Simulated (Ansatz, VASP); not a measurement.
Pt in VASP and in Ansatz

```xyz
1
Lattice="0.0000 1.9706 1.9706 1.9706 0.0000 1.9706 1.9706 1.9706 0.0000" Properties=species:S:1:pos:R:3 pbc="T T T"
Pt    0.0000    0.0000    0.0000
```

Alike in both runs: task single point; functional r2SCAN; k mesh 14 × 14 × 14; occupations fermi-dirac, width 0.1 eV; no spin polarisation.

|  | VASP | Ansatz |
| --- | --- | --- |
| version | VASP 6.6.1 | Ansatz 0.2.0 |
| potentials or method | VASP PAW PBE potentials, release 64 (Pt), cutoff 520 eV | plane waves (500 eV) with PAW, scalar-relativistic |
| valence electrons in the cell | 10 | 18 |

```tsv
	VASP	Ansatz	Ansatz less VASP
pressure (GPa)	0.7	0.0	-0.69
```

VASP's potentials were made for PBE, not for r2SCAN. VASP's potentials hold 10 valence electrons a cell and Ansatz's 18, so a difference there can come from the potentials and not from the codes.

Spin-orbit coupling is off throughout.
